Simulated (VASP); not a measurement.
# Si8O17 (a cell with a defect) in VASP: single point with PBE

Aim: the single point of Si8O17 (a cell with a defect) with PBE.

Program: VASP 6.6.1. These are calculated values, not measurements. Logs are shortened: lines on timing, memory, paths and dates and some standing lists are left out, and cuts for length are marked.

### 1 The cell of the first run

The cell holds a defect, 25 atoms: a = 5.908 Å, b = 5.908 Å, c = 5.331 Å, α = 90.00°, β = 90.00°, γ = 90.00°.

### 2 Single point, PBE, collinear spin, zero start

Contents of INCAR:

```
SYSTEM = Si8O17
  ALGO = Normal
  EDIFF = 1E-6
  ENCUT = 520
  GGA = PE
  ISIF = 2
  ISMEAR = 0
  ISPIN = 2
  LASPH = .True.
  LCHARG = .False.
  LORBIT = 11
  LREAL = Auto
  LWAVE = .False.
  MAGMOM = 0 0 0 0 0 0 0 0 0 0 0 0 0 0 0 0 0 0 0 0 0 0 0 0 0
  NBANDS = 89
  NELM = 150
  PREC = Accurate
  SIGMA = 0.05
```

Contents of KPOINTS:

```
k-points
0
Gamma
  2 2 2
  0 0 0
```

Contents of POSCAR:

```
Si8O17
1.0
   -4.1773000000     -4.1773000000      0.0000000000
    4.1773000000     -4.1773000000      0.0000000000
    0.0000000000      0.0000000000      5.3310000000
Si O
8 17
Direct
    0.5071518684      0.4873862303      0.0181684487
    0.0030725588      0.4955576569      0.2499172763
    0.5058452828      0.5028028870      0.5008851998
    0.0021928040      0.4982622747      0.7490208216
   -0.0171096163      0.0018042755     -0.0003074470
    0.4847689895      0.0024507457      0.2488891390
   -0.0170041654      0.0039035980      0.4967047458
    0.4730400019      0.0315174874      0.7450868505
    0.2012187298      0.4966408924      0.0000834740
   -0.0272805401      0.1939075479      0.2468855749
    0.8144448567      0.4912698394      0.0058399925
   -0.0068361142      0.8048549302      0.2491980867
    0.1936432624      0.4844595792      0.4961403114
   -0.0170543174      0.1951583559      0.7496766085
    0.8086346444      0.4990195820      0.4958332395
   -0.0109203313      0.8072234458      0.7485374226
    0.6744707107      0.0034059081     -0.0038178578
    0.4939834343      0.6959191344      0.2533402739
    0.2874897661      0.0274246523      0.0084682048
    0.5095171522      0.3069992579      0.2576319640
    0.6760344002     -0.0016140809      0.5021517539
    0.5814255620      0.6658430086      0.7844350028
    0.2815596199      0.0452742202      0.4819229038
    0.4968958418      0.3116857779      0.7515359220
    0.3762907859      0.7659022574      0.7009656725
```

Potentials or basis: VASP PAW PBE potentials, release 64 (Si, O).

Command:

```bash
$ cat potpaw_PBE.64/Si/POTCAR potpaw_PBE.64/O/POTCAR > POTCAR
$ mpirun -np 1 vasp_std > vasp.out
```

OUTCAR:

```text
SYSTEM = Si8O17
   EDIFF = 1E-6
   ENCUT = 520
   GGA = PE
   ISIF = 2
   ISMEAR = 0
   ISPIN = 2
   LASPH = .True.
   LORBIT = 11
   LREAL = Auto
   NELM = 150
   PREC = Accurate

 ion  position               nearest neighbor table
   1  0.507  0.487  0.018-  20 1.66  22 1.69  18 1.76  24 1.76   9 1.81  11 1.82  25 2.48   3 2.57
                             3 2.76   8 3.07   6 3.12
   2  0.003  0.496  0.250-  11 1.71  13 1.73  15 1.74   9 1.77  10 1.79  12 1.83   4 2.66   4 2.67

   3  0.506  0.503  0.501-  20 1.74  18 1.75  24 1.75  15 1.79  22 1.85  13 1.85  25 2.03   1 2.57
                             1 2.76   8 3.08
   4  0.002  0.498  0.749-  13 1.76  11 1.76  15 1.77   9 1.78  14 1.79  16 1.83   2 2.66   2 2.67
[... 7 lines left out ...]
   8  0.473  0.032  0.745-  24 1.66  25 1.69  21 1.78  19 1.78  17 1.80  23 1.80  22 2.26   6 2.65
                             6 2.69   1 3.07   3 3.08
   9  0.201  0.497  0.000-   2 1.77   4 1.78   1 1.81
  10  0.973  0.194  0.247-   5 1.74   7 1.74   2 1.79
  11  0.814  0.491  0.006-   2 1.71   4 1.76   1 1.82
  12  0.993  0.805  0.249-   5 1.77   7 1.77   2 1.83
  13  0.194  0.484  0.496-   2 1.73   4 1.76   3 1.85
  14  0.983  0.195  0.750-   5 1.76   7 1.76   4 1.79
  15  0.809  0.499  0.496-   2 1.74   4 1.77   3 1.79
  16  0.989  0.807  0.749-   5 1.77   7 1.78   4 1.83
  17  0.674  0.003  0.996-   6 1.75   8 1.80   5 1.82
  18  0.494  0.696  0.253-   3 1.75   1 1.76   6 1.81
  19  0.287  0.027  0.008-   6 1.74   8 1.78   5 1.81
  20  0.510  0.307  0.258-   1 1.66   3 1.74   6 1.81
  21  0.676  0.998  0.502-   6 1.76   8 1.78   7 1.81
  22  0.581  0.666  0.784-  25 1.42   1 1.69   3 1.85   8 2.26
  23  0.282  0.045  0.482-   6 1.75   7 1.78   8 1.80
  24  0.497  0.312  0.752-   8 1.66   3 1.75   1 1.76
  25  0.376  0.766  0.701-  22 1.42   8 1.69   3 2.03   1 2.48

  LATTYP: Found a simple tetragonal cell.
 ALAT       =     5.9075943141
 C/A-ratio  =     0.9023977810

  Lattice vectors:

 A1 = (  -4.1773000000,  -4.1773000000,   0.0000000000)
 A2 = (   4.1773000000,  -4.1773000000,   0.0000000000)
 A3 = (   0.0000000000,   0.0000000000,   5.3310000000)

Analysis of symmetry for initial positions (statically):
=====================================================================
 Subroutine PRICEL returns:
 Original cell was already a primitive cell.

 Routine SETGRP: Setting up the symmetry group for a
 simple tetragonal supercell.

 Subroutine GETGRP returns: Found  1 space group operations
 (whereof  1 operations were pure point group operations)
 out of a pool of 16 trial point group operations.

The static configuration has the point symmetry C_1 .

Analysis of symmetry for dynamics (positions and initial velocities):
=====================================================================
 Subroutine PRICEL returns:
 Original cell was already a primitive cell.

 Routine SETGRP: Setting up the symmetry group for a
 simple tetragonal supercell.

 Subroutine GETGRP returns: Found  1 space group operations
 (whereof  1 operations were pure point group operations)
 out of a pool of 16 trial point group operations.

The dynamic configuration has the point symmetry C_1 .

Analysis of structural, dynamic, and magnetic symmetry:
=====================================================================
 Subroutine PRICEL returns:
 Original cell was already a primitive cell.

 Routine SETGRP: Setting up the symmetry group for a
 simple tetragonal supercell.

 Subroutine GETGRP returns: Found  1 space group operations
 (whereof  1 operations were pure point group operations)
 out of a pool of 16 trial point group operations.

The overall configuration has the point symmetry C_1 .

 Subroutine INISYM returns: Found  1 space group operations
 (whereof  1 operations are pure point group operations),
 and found     1 'primitive' translations

----------------------------------------------------------------------------------------

[... 103 lines left out ...]
   k-points           NKPTS =      8   k-points in BZ     NKDIM =      8   number of bands    NBANDS=     89
   number of dos      NEDOS =    301   number of ions     NIONS =     25
   total plane-waves  NPLWV =  92160
   dimension x,y,z NGX =    48 NGY =   48 NGZ =   40
   dimension x,y,z NGXF=    96 NGYF=   96 NGZF=   80
   ions per type =               8  17
   NGX,Y,Z   is equivalent  to a cutoff of  13.51, 13.51, 12.47 a.u.
   NGXF,Y,Z  is equivalent  to a cutoff of  27.02, 27.02, 24.95 a.u.
 SYSTEM =  Si8O17
   PREC   = accura    normal or accurate (medium, high low for compatibility)
   ISTART =      0    job   : 0-new  1-cont  2-samecut
   ICHARG =      2    charge: 1-file 2-atom 10-const
   ISPIN  =      2    spin polarized calculation?
   LNONCOLLINEAR =      F non collinear calculations
   LSORBIT =      F    spin-orbit coupling
   LASPH  =      T    aspherical Exc in radial PAW
   ENCUT  =  520.0 eV  38.22 Ry    6.18 a.u.  10.98 10.98  9.91*2*pi/ulx,y,z
   NELM   =    150;   NELMIN=  2; NELMDL= -5     # of ELM steps
   EDIFF  = 0.1E-05   stopping-criterion for ELM
   LREAL  =      T    real-space projection
   EDIFFG = 0.1E-04   stopping-criterion for IOM
   NSW    =      0    number of steps for IOM
   IBRION =     -1    ionic relax: 0-MD 1-quasi-New 2-CG
   NFREE  =      0    steps in history (QN), initial steepest desc. (CG)
   ISIF   =      2    stress and relaxation
   ISYM   =      2    0-nonsym 1-usesym 2-fastsym
   POTIM  = 0.5000    time-step for ionic-motion
   TEBEG  =    0.0;   TEEND  =   0.0 temperature during run
   PSTRESS=    0.0 pullay stress
   NELECT =     134.0000    total number of electrons
   NUPDOWN=      -1.0000    fix difference up-down
   EMIN   =  10.00;   EMAX   =-10.00  energy-range for DOS
   EFERMI =   0.00;   METHOD = LEGACY
   ISMEAR =     0;   SIGMA  =   0.05  broadening in eV -4-tet -1-fermi 0-gaus
   EFERMI_NEDOS =   21; number of points for ismear=-14 and -15
   IALGO  =     38    algorithm
   IMIX   =      4    mixing-type and parameters
     AMIX     =   0.40;   BMIX     =  1.00
     AMIX_MAG =   1.60;   BMIX_MAG =  1.00
  volume/ion in A,a.u.               =       7.44        50.22
  Fermi-wavevector in a.u.,A,eV,Ry     =   1.467461  2.773098 29.299335  2.153440
  Thomas-Fermi vector in A             =   2.583076
   LORBIT       =     11    0 simple, 1 ext, 2 COOP (PROOUT), +10 PAW based schemes
   GGA     = PE    functional components
   LHFCALC =     F    Hartree Fock is set to
   AEXX    =    0.0000 exact exchange contribution
   IVDW    =     0    specifies the selected vdW correction
   LEPSILON=     F    determine dielectric tensor
   LRPA    =     F    only Hartree local field effects (RPA)
 spin polarized calculation
 Gauss-broadening in eV      SIGMA  =   0.05
  energy-cutoff  :      520.00
  volume of cell :      186.05
 maximum number of plane-waves:      5032
 NGX is ok and might be reduce to    48
   NGX = 21   NGY = 21   NGZ = 19

 number of electron     134.0000008 magnetization       0.0000000

 number of electron     134.0000008 magnetization      -0.0000000

 Free energy of the ion-electron system (eV)
  ---------------------------------------------------
  ext. energy  EPLUGINS =         0.00000000
  ---------------------------------------------------
  free energy    TOTEN  =      -183.36644767 eV

  energy without entropy =     -183.36644767  energy(sigma->0) =     -183.36644767

 E-fermi :   8.8009     XC(G=0): -12.4952

 val. band max:        8.5721893702   @ k =   0.5000   0.5000   0.5000
 cond. band min:      13.6123408306   @ k =   0.5000   0.0000   0.0000
 fundamental gap:      5.0401514604
 Fermi energy:         8.8009284541

 spin component 1

 k-point     1 :       0.0000    0.0000    0.0000
  band No.  band energies     occupation
      1     -15.8959      1.00000
      2     -13.5610      1.00000
      3     -12.2798      1.00000
      4     -12.2038      1.00000
      5     -11.5801      1.00000
      6     -11.2800      1.00000
[... 645 lines left out ...]
     78      18.7877      0.00000
     79      19.0091      0.00000
 Fermi energy:         8.8009284541

 spin component 2

 k-point     1 :       0.0000    0.0000    0.0000
  band No.  band energies     occupation
      1     -15.8959      1.00000
      2     -13.5610      1.00000
      3     -12.2798      1.00000
      4     -12.2038      1.00000
      5     -11.5801      1.00000
      6     -11.2800      1.00000
[... 645 lines left out ...]
     78      18.7877      0.00000
     79      19.0091      0.00000
 [bands above 79 left out]

------------------------ aborting loop because EDIFF is reached ----------------------------------------

  FORCE on cell =-STRESS in cart. coord.  units (eV):
  Direction    XX          YY          ZZ          XY          YZ          ZX
  --------------------------------------------------------------------------------------
  -------------------------------------------------------------------------------------
  Total       35.9908943     26.8168870     29.6155681    -10.0157443      0.3673590     -4.1541973
  in kB      309.9368472    230.9345615    255.0355016    -86.2509331      3.1635253    -35.7740155
  external PRESSURE =     265.3023034 kB  Pullay stress =       0.0000000 kB

 VOLUME and BASIS-vectors are now :
 -----------------------------------------------------------------------------
  energy-cutoff  :      520.00
  volume of cell :      186.05
      direct lattice vectors                 reciprocal lattice vectors
    -4.177300000 -4.177300000  0.000000000    -0.119694540 -0.119694540  0.000000000
     4.177300000 -4.177300000  0.000000000     0.119694540 -0.119694540  0.000000000
     0.000000000  0.000000000  5.331000000     0.000000000  0.000000000  0.187582067

 POSITION                                       TOTAL-FORCE (eV/Angst)
 -----------------------------------------------------------------------------------
     -0.08257     -4.15448      0.09686        -0.017920      0.014788      0.031279
      2.05726     -2.08293      1.33231        -0.002004      0.022803      0.005790
     -0.01271     -4.21343      2.67022         0.028876     -0.001498      0.046017
      2.07223     -2.09055      3.99303         0.029033      0.023305      0.005642
     -4.09829     -4.11336      5.32936         0.003642      0.023789     -0.012306
     -2.01479     -2.03526      1.32683         0.012360     -0.005434      0.000822
[... 17 lines left out ...]
     -0.77368     -3.37769      4.00644         0.062603      0.012139      0.013404
      1.62752     -4.77128      3.73685         0.156619      0.010312     -0.264041
 -----------------------------------------------------------------------------------
    total drift:                                0.009632      0.007801      0.015888

  FREE ENERGIE OF THE ION-ELECTRON SYSTEM (eV)
  ---------------------------------------------------
  free  energy   TOTEN  =      -183.3664476686 eV

  energy  without entropy=     -183.3664476686  energy(sigma->0) =     -183.36644767

 total charge

# of ion       s       p       d       tot
------------------------------------------
    1        0.610   0.936   0.000   1.546
    2        0.593   0.902   0.000   1.495
    3        0.582   0.859   0.000   1.441
    4        0.587   0.866   0.000   1.454
    5        0.589   0.879   0.000   1.467
    6        0.591   0.887   0.000   1.479
[... 17 lines left out ...]
   24        1.560   3.756   0.000   5.316
   25        1.624   3.512   0.000   5.136
--------------------------------------------------
tot         31.288  69.769   0.000 101.058

 magnetization (x)

# of ion       s       p       d       tot
------------------------------------------
    1       -0.000   0.000   0.000   0.000
    2        0.000  -0.000   0.000   0.000
    3       -0.000  -0.000   0.000  -0.000
    4        0.000   0.000   0.000   0.000
    5       -0.000  -0.000   0.000  -0.000
    6       -0.000  -0.000   0.000  -0.000
[... 17 lines left out ...]
   24       -0.000  -0.000   0.000  -0.000
   25       -0.000  -0.000   0.000  -0.000
--------------------------------------------------
tot         -0.000  -0.000   0.000  -0.000
```

Wall time 3.4 min (1 thread of AMD EPYC 9R45 (Zen 5), shared host); peak memory 0.4 GiB.

What came out:

| Property | Result |
| --- | --- |
| Free energy | -183.3664 eV |
| Pressure | 26.5 GPa |
| Largest force | 0.450 eV/Å |
| Band gap on the k mesh | 5.04 eV |
| Net moment | 0.00 μB per cell |
| Valence electrons inside the program's atomic spheres | Si 1.55, 1.50, 1.44, 1.45, 1.47, 1.48 (each value once); O 5.23, 5.28, 5.25, 5.26, 5.27, 5.24, 5.30, 5.17, 5.32, 5.14 (each value once) |

Forces in eV/Å, atoms in the order of the input:
```
Si  -0.018  0.015  0.031
Si  -0.002  0.023  0.006
Si   0.029 -0.001  0.046
Si   0.029  0.023  0.006
Si   0.004  0.024 -0.012
Si   0.012 -0.005  0.001
Si   0.023  0.010  0.009
Si   0.046 -0.087 -0.002
O    0.031 -0.039 -0.016
O    0.004 -0.025 -0.020
O   -0.011  0.046 -0.005
O    0.005  0.038 -0.004
O    0.008 -0.014  0.004
O    0.007 -0.006  0.002
O    0.016  0.043 -0.004
O   -0.045 -0.001 -0.002
O    0.021 -0.031 -0.012
O    0.031 -0.029  0.004
O   -0.036  0.058 -0.028
O   -0.009  0.077  0.036
O   -0.003 -0.018  0.004
O   -0.372 -0.153  0.201
O    0.012  0.031  0.007
O    0.063  0.012  0.013
O    0.157  0.010 -0.264
```

Stress tensor (GPa, compression positive):
```
30.99 -8.63 -3.58
-8.63 23.09  0.32
-3.58  0.32 25.50
```

Levels at points of the mesh, in eV from the valence-band top:
Spin up:
```tsv
k point	band 65	band 66	band 67	band 68	band 69	band 70
(0.00, 0.00, 0.00)	-0.73	-0.46	-0.04	5.13	5.62	6.58
(0.50, 0.00, 0.00)	-0.76	-0.61	-0.12	5.04	6.76	6.90
(0.00, 0.50, 0.00)	-0.76	-0.39	-0.20	5.18	6.33	6.94
(0.50, 0.50, 0.00)	-0.78	-0.57	-0.15	5.07	7.11	7.67
(0.00, 0.00, 0.50)	-0.80	-0.61	-0.02	5.26	7.11	7.63
(0.50, 0.00, 0.50)	-0.78	-0.48	-0.13	5.14	7.70	7.76
(0.00, 0.50, 0.50)	-0.73	-0.67	-0.12	5.26	7.14	7.94
(0.50, 0.50, 0.50)	-1.00	-0.53	0.00	5.15	8.00	8.77
```
Spin down:
| k point | band 63 | band 64 | band 65 | band 66 | band 67 | band 68 | band 69 | band 70 | band 71 | band 72 |
| --- | --- | --- | --- | --- | --- | --- | --- | --- | --- | --- |
| (0.00, 0.00, 0.00) | -0.99 | -0.92 | -0.73 | -0.46 | -0.04 | 5.13 | 5.62 | 6.58 | 7.09 | 7.51 |
| (0.50, 0.00, 0.00) | -1.24 | -1.07 | -0.76 | -0.61 | -0.12 | 5.04 | 6.76 | 6.90 | 7.42 | 7.75 |
| (0.00, 0.50, 0.00) | -1.39 | -1.29 | -0.76 | -0.39 | -0.20 | 5.18 | 6.33 | 6.94 | 7.60 | 7.92 |
| (0.50, 0.50, 0.00) | -1.21 | -1.18 | -0.78 | -0.57 | -0.15 | 5.07 | 7.11 | 7.67 | 7.82 | 8.12 |
| (0.00, 0.00, 0.50) | -1.28 | -1.05 | -0.80 | -0.61 | -0.02 | 5.26 | 7.11 | 7.63 | 7.86 | 8.27 |
| (0.50, 0.00, 0.50) | -1.12 | -0.87 | -0.78 | -0.48 | -0.13 | 5.14 | 7.70 | 7.76 | 8.02 | 8.19 |
| (0.00, 0.50, 0.50) | -1.12 | -0.94 | -0.73 | -0.67 | -0.12 | 5.26 | 7.14 | 7.94 | 8.06 | 8.15 |
| (0.50, 0.50, 0.50) | -1.32 | -1.19 | -1.00 | -0.53 | 0.00 | 5.15 | 8.00 | 8.77 | 8.90 | 9.06 |

Caveat: the k points lie up to 0.59 Å⁻¹ apart.
